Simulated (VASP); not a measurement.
# Na4AlO (P4/mcc) in VASP: notebook

Na4AlO is run at these levels: PBE; tasks: single point.

Everything below comes from runs of VASP 6.6.1. Logs are shortened: lines on timing, memory, paths and dates and some standing lists are left out, and cuts for length are marked.

**1. The cell of the first run**

Symmetry: P4/mcc, No. 124, tetragonal system. The conventional cell has a = 6.585 Å, b = 6.585 Å, c = 5.983 Å, α = 90.00°, β = 90.00°, γ = 90.00°. Within 3.6 Å of Na (site symmetry m) lie 2 O at 2.42 Å and 7 Na at 2.69 to 3.57 Å and 2 Al at 3.29 Å. Within 3.9 Å of Al (site symmetry 422) lie 2 Al at 2.99 Å and 8 Na at 3.29 Å. O (site symmetry 422) has 8 Na at 2.42 Å and 2 O at 2.99 Å within 3.2 Å.

**2. Single point, PBE, collinear spin, ferromagnetic start**

File INCAR:

```
ALGO = Normal
EDIFF = 1E-7
ENCUT = 520
GGA = PE
ISIF = 2
ISMEAR = 0
ISPIN = 2
LASPH = T
LCHARG = F
LORBIT = 11
LREAL = F
LWAVE = F
MAGMOM = 0 0 0 0 0 0 0 0 0 0 1 1
NBANDS = 53
NELM = 150
PREC = Accurate
SIGMA = 0.1
```

File KPOINTS:

```
k-points
0
Gamma
  4 4 4
```

File POSCAR:

```
Na4AlO
1.0
    6.5846612941      0.0000000000      0.0000000000
    0.0000000000      6.5846612941      0.0000000000
    0.0000000000      0.0000000000      5.9832208984
Na Al O
8 2 2
Direct
    0.7601452922      0.3742385822      0.0000000000
    0.2398547078      0.6257614178      0.0000000000
    0.3742385822      0.2398547078      0.0000000000
    0.2398547078      0.3742385822      0.5000000000
    0.7601452922      0.6257614178      0.5000000000
    0.6257614178      0.7601452922      0.0000000000
    0.6257614178      0.2398547078      0.5000000000
    0.3742385822      0.7601452922      0.5000000000
    0.0000000000      0.0000000000      0.7500000000
    0.0000000000      0.0000000000      0.2500000000
    0.5000000000      0.5000000000      0.7500000000
    0.5000000000      0.5000000000      0.2500000000
```

Potentials or basis: VASP PAW PBE potentials, release 64 (Na_pv, Al, O).

The run is started by

```console
cat potpaw_PBE.64/Na_pv/POTCAR potpaw_PBE.64/Al/POTCAR potpaw_PBE.64/O/POTCAR > POTCAR
mpirun -np 1 vasp_std > vasp.out
```

OUTCAR:

```text
EDIFF = 1E-7
   ENCUT = 520
   GGA = PE
   ISIF = 2
   ISMEAR = 0
   ISPIN = 2
   LASPH = T
   LORBIT = 11
   LREAL = F
   NELM = 150
   PREC = Accurate

 ion  position               nearest neighbor table
   1  0.760  0.374  0.000-   3 2.69   6 2.69
   2  0.240  0.626  0.000-   3 2.69   6 2.69
   3  0.374  0.240  0.000-   1 2.69   2 2.69
   4  0.240  0.374  0.500-   7 2.69   8 2.69
   5  0.760  0.626  0.500-   7 2.69   8 2.69
   6  0.626  0.760  0.000-   1 2.69   2 2.69
   7  0.626  0.240  0.500-   4 2.69   5 2.69
   8  0.374  0.760  0.500-   4 2.69   5 2.69
   9  0.000  0.000  0.750-  10 2.99  10 2.99
  10  0.000  0.000  0.250-   9 2.99   9 2.99
  11  0.500  0.500  0.750-
  12  0.500  0.500  0.250-

  LATTYP: Found a simple tetragonal cell.
 ALAT       =     6.5846612941
 C/A-ratio  =     0.9086603898

  Lattice vectors:

 A1 = (   6.5846612941,   0.0000000000,   0.0000000000)
 A2 = (   0.0000000000,   6.5846612941,   0.0000000000)
 A3 = (   0.0000000000,   0.0000000000,   5.9832208984)

Analysis of symmetry for initial positions (statically):
=====================================================================
 Subroutine PRICEL returns:
 Original cell was already a primitive cell.

 Routine SETGRP: Setting up the symmetry group for a
 simple tetragonal supercell.

 Subroutine GETGRP returns: Found 16 space group operations
 (whereof  8 operations were pure point group operations)
 out of a pool of 16 trial point group operations.

The static configuration has the point symmetry C_4h.
 The point group associated with its full space group is D_4h.

Analysis of symmetry for dynamics (positions and initial velocities):
=====================================================================
 Subroutine PRICEL returns:
 Original cell was already a primitive cell.

 Routine SETGRP: Setting up the symmetry group for a
 simple tetragonal supercell.

 Subroutine GETGRP returns: Found 16 space group operations
 (whereof  8 operations were pure point group operations)
 out of a pool of 16 trial point group operations.

The dynamic configuration has the point symmetry C_4h.
 The point group associated with its full space group is D_4h.

Analysis of structural, dynamic, and magnetic symmetry:
=====================================================================
 Subroutine PRICEL returns:
 Original cell was already a primitive cell.

 Routine SETGRP: Setting up the symmetry group for a
 simple tetragonal supercell.

 Subroutine GETGRP returns: Found 16 space group operations
 (whereof  8 operations were pure point group operations)
 out of a pool of 16 trial point group operations.

The overall configuration has the point symmetry C_4h.
 The point group associated with its full space group is D_4h.

 Subroutine INISYM returns: Found 16 space group operations
 (whereof  8 operations are pure point group operations),
 and found     1 'primitive' translations

----------------------------------------------------------------------------------------

                                     Primitive cell

  volume of cell :     259.4191

  direct lattice vectors                    reciprocal lattice vectors
     6.584661294  0.000000000  0.000000000     0.151868100  0.000000000  0.000000000
     0.000000000  6.584661294  0.000000000     0.000000000  0.151868100  0.000000000
     0.000000000  0.000000000  5.983220898     0.000000000  0.000000000  0.167134060

  length of vectors
     6.584661294  6.584661294  5.983220898     0.151868100  0.151868100  0.167134060

  position of ions in fractional coordinates (direct lattice)
     0.760145292  0.374238582  0.000000000
     0.239854708  0.625761418  0.000000000
     0.374238582  0.239854708  0.000000000
     0.239854708  0.374238582  0.500000000
     0.760145292  0.625761418  0.500000000
[... 79 lines left out ...]
   ISTART =      0    job   : 0-new  1-cont  2-samecut
   ICHARG =      2    charge: 1-file 2-atom 10-const
   ISPIN  =      2    spin polarized calculation?
   LNONCOLLINEAR =      F non collinear calculations
   LSORBIT =      F    spin-orbit coupling
   LASPH  =      T    aspherical Exc in radial PAW
   ENCUT  =  520.0 eV  38.22 Ry    6.18 a.u.  12.24 12.24 11.12*2*pi/ulx,y,z
   NELM   =    150;   NELMIN=  2; NELMDL= -5     # of ELM steps
   EDIFF  = 0.1E-06   stopping-criterion for ELM
   LREAL  =      F    real-space projection
   EDIFFG = 0.1E-05   stopping-criterion for IOM
   NSW    =      0    number of steps for IOM
   IBRION =     -1    ionic relax: 0-MD 1-quasi-New 2-CG
   NFREE  =      0    steps in history (QN), initial steepest desc. (CG)
   ISIF   =      2    stress and relaxation
   ISYM   =      2    0-nonsym 1-usesym 2-fastsym
   POTIM  = 0.5000    time-step for ionic-motion
   TEBEG  =    0.0;   TEEND  =   0.0 temperature during run
   PSTRESS=    0.0 pullay stress
   NELECT =      74.0000    total number of electrons
   NUPDOWN=      -1.0000    fix difference up-down
   EMIN   =  10.00;   EMAX   =-10.00  energy-range for DOS
   EFERMI =   0.00;   METHOD = LEGACY
   ISMEAR =     0;   SIGMA  =   0.10  broadening in eV -4-tet -1-fermi 0-gaus
   EFERMI_NEDOS =   21; number of points for ismear=-14 and -15
   IALGO  =     38    algorithm
   IMIX   =      4    mixing-type and parameters
     AMIX     =   0.40;   BMIX     =  1.00
     AMIX_MAG =   1.60;   BMIX_MAG =  1.00
  volume/ion in A,a.u.               =      21.62       145.89
  Fermi-wavevector in a.u.,A,eV,Ry     =   1.077667  2.036496 15.801359  1.161367
  Thomas-Fermi vector in A             =   2.213585
   LORBIT       =     11    0 simple, 1 ext, 2 COOP (PROOUT), +10 PAW based schemes
   GGA     = PE    functional components
   LHFCALC =     F    Hartree Fock is set to
   AEXX    =    0.0000 exact exchange contribution
   IVDW    =     0    specifies the selected vdW correction
   LEPSILON=     F    determine dielectric tensor
   LRPA    =     F    only Hartree local field effects (RPA)
 spin polarized calculation
 Gauss-broadening in eV      SIGMA  =   0.10
  energy-cutoff  :      520.00
  volume of cell :      259.42
 maximum number of plane-waves:      7039
 NGX is ok and might be reduce to    50
   NGX = 25   NGY = 25   NGZ = 23

 number of electron      73.9999986 magnetization      -0.0002430

 number of electron      73.9999986 magnetization       0.0000325

 Free energy of the ion-electron system (eV)
  ---------------------------------------------------
  ext. energy  EPLUGINS =         0.00000000
  ---------------------------------------------------
  free energy    TOTEN  =       -32.98360986 eV

  energy without entropy =      -32.96302010  energy(sigma->0) =      -32.97331498

 E-fermi :   1.9647     XC(G=0):  -7.9527

 val. band max:        1.9390027727   @ k =   0.5000   0.2500   0.2500
 cond. band min:       2.0230884298   @ k =   0.2500   0.0000   0.0000
 fundamental gap:      0.0840856571
 Fermi energy:         1.9647470608

 spin component 1

 k-point     1 :       0.0000    0.0000    0.0000
  band No.  band energies     occupation
      1     -22.4524      1.00000
      2     -22.4490      1.00000
      3     -22.3746      1.00000
      4     -22.3746      1.00000
      5     -22.3704      1.00000
      6     -22.3704      1.00000
[... 925 lines left out ...]
     48       6.5923      0.00000
     49       6.8379      0.00000
 Fermi energy:         1.9647470608

 spin component 2

 k-point     1 :       0.0000    0.0000    0.0000
  band No.  band energies     occupation
      1     -22.4524      1.00000
      2     -22.4490      1.00000
      3     -22.3746      1.00000
      4     -22.3746      1.00000
      5     -22.3704      1.00000
      6     -22.3704      1.00000
[... 925 lines left out ...]
     48       6.5923      0.00000
     49       6.8379      0.00000
 [bands above 49 left out]

------------------------ aborting loop because EDIFF is reached ----------------------------------------

  FORCE on cell =-STRESS in cart. coord.  units (eV):
  Direction    XX          YY          ZZ          XY          YZ          ZX
  --------------------------------------------------------------------------------------
  -------------------------------------------------------------------------------------
  Total        0.4874299      0.4874299     -1.1323196      0.0000000      0.0000000      0.0000000
  in kB        3.0103766      3.0103766     -6.9932280      0.0000000      0.0000000      0.0000000
  external PRESSURE =      -0.3241582 kB  Pullay stress =       0.0000000 kB

 VOLUME and BASIS-vectors are now :
 -----------------------------------------------------------------------------
  energy-cutoff  :      520.00
  volume of cell :      259.42
      direct lattice vectors                 reciprocal lattice vectors
     6.584661294  0.000000000  0.000000000     0.151868100  0.000000000  0.000000000
     0.000000000  6.584661294  0.000000000     0.000000000  0.151868100  0.000000000
     0.000000000  0.000000000  5.983220898     0.000000000  0.000000000  0.167134060

 POSITION                                       TOTAL-FORCE (eV/Angst)
 -----------------------------------------------------------------------------------
      5.00530      2.46423      0.00000        -0.063285      0.040952     -0.000000
      1.57936      4.12043      0.00000         0.063285     -0.040952     -0.000000
      2.46423      1.57936      0.00000         0.040952      0.063285     -0.000000
      1.57936      2.46423      2.99161         0.063285      0.040952     -0.000000
      5.00530      4.12043      2.99161        -0.063285     -0.040952     -0.000000
      4.12043      5.00530      0.00000        -0.040952     -0.063285      0.000000
      4.12043      1.57936      2.99161        -0.040952      0.063285      0.000000
      2.46423      5.00530      2.99161         0.040952     -0.063285     -0.000000
      0.00000      0.00000      4.48742         0.000000      0.000000     -0.000000
      0.00000      0.00000      1.49581         0.000000      0.000000     -0.000000
      3.29233      3.29233      4.48742        -0.000000     -0.000000      0.000000
      3.29233      3.29233      1.49581         0.000000      0.000000      0.000000
 -----------------------------------------------------------------------------------
    total drift:                                0.000000     -0.000000     -0.000000

  FREE ENERGIE OF THE ION-ELECTRON SYSTEM (eV)
  ---------------------------------------------------
  free  energy   TOTEN  =       -32.9836098633 eV

  energy  without entropy=      -32.9630200986  energy(sigma->0) =      -32.97331498

 total charge

# of ion       s       p       d       tot
------------------------------------------
    1        0.085   5.989   0.000   6.074
    2        0.085   5.989   0.000   6.074
    3        0.085   5.989   0.000   6.074
    4        0.085   5.989   0.000   6.074
    5        0.085   5.989   0.000   6.074
    6        0.085   5.989   0.000   6.074
    7        0.085   5.989   0.000   6.074
    8        0.085   5.989   0.000   6.074
    9        0.478   0.272   0.000   0.750
   10        0.478   0.272   0.000   0.750
   11        1.554   3.368   0.000   4.921
   12        1.554   3.368   0.000   4.921
--------------------------------------------------
tot          4.745  55.191   0.000  59.936

 magnetization (x)

# of ion       s       p       d       tot
------------------------------------------
    1       -0.000  -0.000   0.000  -0.000
    2       -0.000  -0.000   0.000  -0.000
    3       -0.000  -0.000   0.000  -0.000
    4       -0.000  -0.000   0.000  -0.000
    5       -0.000  -0.000   0.000  -0.000
    6       -0.000  -0.000   0.000  -0.000
    7       -0.000  -0.000   0.000  -0.000
    8       -0.000  -0.000   0.000  -0.000
    9        0.000   0.000   0.000   0.000
   10        0.000   0.000   0.000   0.000
   11        0.000   0.000   0.000   0.000
   12        0.000   0.000   0.000   0.000
--------------------------------------------------
tot         -0.000   0.000   0.000   0.000
```

Run time: 13 min. Hardware: 1 thread of Oxide Virtual Turin-like, shared host; peak memory 0.6 GiB.

Results:

* Free energy: -32.9836 eV
* Pressure: 0.0 GPa
* Largest force: 0.075 eV/Å
* Band gap on the k mesh: zero (filled and empty bands overlap)
* Net moment: 0.00 μB per cell
* Valence electrons inside the program's atomic spheres: Na 6.07; Al 0.75; O 4.92

Forces on the atoms (eV/Å):
```
Na  -0.063  0.041  0.000
Na   0.063 -0.041  0.000
Na   0.041  0.063  0.000
Na   0.063  0.041  0.000
Na  -0.063 -0.041  0.000
Na  -0.041 -0.063  0.000
Na  -0.041  0.063  0.000
Na   0.041 -0.063  0.000
Al   0.000  0.000  0.000
Al   0.000  0.000  0.000
O    0.000  0.000  0.000
O    0.000  0.000  0.000
```

Stress tensor (GPa, compression positive):
```
 0.30  0.00  0.00
 0.00  0.30  0.00
 0.00  0.00 -0.70
```

**3. Single point, PBE**

This run uses another cell than the first one, of 21.80 Å³/atom.

File INCAR:

```
SYSTEM = Na4AlO
PREC = Accurate
ENCUT = 520
EDIFF = 1E-7
ISMEAR = 0
SIGMA = 0.1
LREAL = .FALSE.
LASPH = .TRUE.
NELM = 60
ALGO = Fast
ISIF = 2
LWAVE = .FALSE.
LCHARG = .FALSE.
GGA = PE
NBANDS = 49
```

File KPOINTS:

```
Automatic mesh
0
G
  6 6 6
  0 0 0
```

File POSCAR:

```
Na4AlO
1.0
    6.5685746025      0.0000000000      0.0000000000
    0.0000000000      6.5685746025      0.0000000000
    0.0000000000      0.0000000000      6.0622536909
Na Al O
8 2 2
Direct
    0.7576395533      0.3721228167      0.0000000000
    0.2423604467      0.6278771833      0.0000000000
    0.3721228167      0.2423604467      0.0000000000
    0.2423604467      0.3721228167      0.5000000000
    0.7576395533      0.6278771833      0.5000000000
    0.6278771833      0.7576395533      0.0000000000
    0.6278771833      0.2423604467      0.5000000000
    0.3721228167      0.7576395533      0.5000000000
    0.0000000000      0.0000000000      0.7500000000
    0.0000000000      0.0000000000      0.2500000000
    0.5000000000      0.5000000000      0.7500000000
    0.5000000000      0.5000000000      0.2500000000
```

Potentials or basis: VASP PAW PBE potentials, release 64 (Na_pv, Al, O).

The run is started by

```console
cat potpaw_PBE.64/Na_pv/POTCAR potpaw_PBE.64/Al/POTCAR potpaw_PBE.64/O/POTCAR > POTCAR
mpirun -np 1 vasp_std > vasp.out
```

Wall time 25 min (1 thread of Oxide Virtual Turin-like, shared host); peak memory 0.55 GiB.

The run converged. Its results:

```yaml
Free_energy: -33.0958 eV
Pressure: 0.0 GPa
Largest_force: 0.012 eV/Å
Band_gap_on_the_k_mesh: zero (bands 37 and 38 overlap by 0.94 eV)
```

Forces in eV/Å, atoms in the order of the input:
```
Na   0.010 -0.006  0.000
Na  -0.010  0.006  0.000
Na  -0.006 -0.010  0.000
Na  -0.010 -0.006  0.000
Na   0.010  0.006  0.000
Na   0.006  0.010  0.000
Na   0.006 -0.010  0.000
Na  -0.006  0.010  0.000
Al   0.000  0.000  0.000
Al   0.000  0.000  0.000
O    0.000  0.000  0.000
O    0.000  0.000  0.000
```

Levels at points of the mesh, in eV from the Fermi level:
```
           k point  band 35  band 36  band 37  band 38  band 39  band 40
(0.00, 0.00, 0.00)    -0.72    -0.72    -0.43    -0.13     0.09     2.07
(0.50, 0.00, 0.00)    -1.37    -0.96    -0.44     0.68     1.15     2.02
(0.50, 0.50, 0.00)    -1.07    -1.07    -0.44     1.16     1.46     1.46
(0.00, 0.00, 0.50)     0.08     0.08     0.08     0.08     0.99     0.99
(0.50, 0.00, 0.50)    -1.00    -1.00    -0.03    -0.03     1.46     1.46
(0.50, 0.50, 0.50)    -0.51    -0.51    -0.51    -0.51     2.32     2.32
```

The gap in the log of VASP goes by the Fermi energy; the results here count the filled bands.